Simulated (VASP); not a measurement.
SrO:

```
Sr O
1.0
     4.23540    0.00000    0.00000
    -2.11770    3.66797    0.00000
     0.00000    0.00000    7.66436
Sr O
3 3
Cartesian
  0.0000 0.0000 0.0000
  0.0000 2.4453 2.5548
  2.1177 1.2227 5.1096
  0.0000 0.0000 1.9161
  0.0000 2.4453 4.4709
  2.1177 1.2227 7.0257
```

- Program: VASP 6.6.1
- Task: relaxation of cell and atoms
- Functional: PBEsol
- Potentials or basis: VASP PAW PBE potentials, release 64 (Sr_sv, O)
- Cutoff: 600 eV
- k mesh: 9 × 9 × 3
- Occupations: gaussian, width 0.02 eV
- Spin: no spin polarisation

At the start: pressure 15.3 GPa; volume 19.84 Å³/atom.

How do energy, volume and symmetry change on relaxing?

Over 19 steps the energy falls by 579.8 meV/atom and the volume is 21.30 Å³/atom (+7.3 %); space group R3m (No. 160, to 0.1 Å) before, F-43m (No. 216, to 0.1 Å).

The path:
```csv
step,energy change (eV),largest force (eV/Å),pressure (GPa),volume (Å³)
1,0.0000,5.9677,15.26,119.07
2,-1.8250,0.4006,-6.32,150.96
3,-2.0309,0.4915,-6.25,147.78
4,-2.2334,0.5670,-6.19,144.82
5,-2.9992,0.3849,-4.22,132.06
6,-2.8396,0.7256,0.05,125.59
7,-3.0247,0.2529,-3.62,130.61
8,-3.0297,0.1361,-3.14,129.70
9,-3.0297,0.1648,-3.26,129.91
10,-3.1838,0.2546,0.38,123.28
11,-3.1865,0.2738,1.01,122.36
12,-3.2278,0.3065,0.81,123.37
13,-3.3387,0.3582,0.10,126.32
14,-3.4298,0.2515,-1.99,131.79
15,-3.4316,0.3038,-1.26,130.20
16,-3.4688,0.1578,-0.55,128.81
17,-3.4788,0.0161,0.03,127.71
18,-3.4788,0.0089,0.05,127.66
19,-3.4789,0.0015,0.00,127.78
```

Final structure:
```yaml
crystal:
  lattice:
    - [3.93739, 0.00000, 0.00000]
    - [-1.96870, 3.40988, 0.00000]
    - [0.00000, 0.00000, 9.51755]
  atoms:
    - { symbol: Sr, position: [0.00000, 0.00000, 0.99921] }
    - { symbol: Sr, position: [0.33333, 0.66667, 0.33254] }
    - { symbol: Sr, position: [0.66667, 0.33333, 0.66587] }
    - { symbol: O, position: [0.00000, 0.00000, 0.25079] }
    - { symbol: O, position: [0.33333, 0.66667, 0.58413] }
    - { symbol: O, position: [0.66667, 0.33333, 0.91746] }
```

Caveat: a cell axis changed by over 15 % at a fixed basis, so the end point is rough; the PAW data sets were made with another functional, which shifts forces and pressure a little.
